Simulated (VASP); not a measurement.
Runs of VASP 6.6.1 on HgTe. The structure is that of space group F-43m (No. 216), or close to it. The cells are those of the table. 

| level | cell | gap on the mesh (eV) | pressure (GPa) |
| --- | --- | --- | --- |
| PBE | a = 4.704 Å, angles 60.0°, 2 atoms | none | 0.1 |
| r2SCAN | a = 4.652 Å, angles 60.0°, 2 atoms | none | (b) |
| PBE | a = 4.608 Å, angles 60.0°, 2 atoms | none | 2.6 |
| PBE | a = 4.652 Å, angles 60.0°, 2 atoms | none | 1.3 |
| r2SCAN | a = 4.743 Å, angles 60.0°, 2 atoms | none | (a) |

Alike in all rows: task single point; potentials or basis VASP PAW PBE potentials, release 64 (Hg, Te); no spin polarisation; k mesh 6 × 6 × 6; cutoff (eV) 520; smearing fermi-dirac 0.02 eV.

**Question.** Fill in the values left out.

**Answer.** (a) -2.0; (b) 0.0.

Caveats: spin-orbit coupling is left out, which moves the levels of the heavy elements; the PAW data sets were made with another functional, which shifts forces and pressure a little (some runs).

A k mesh can miss the band edges, and the runs leave out spin-orbit coupling on Hg, Te.

A gap of «none» marks levels without a gap at the run's occupations.
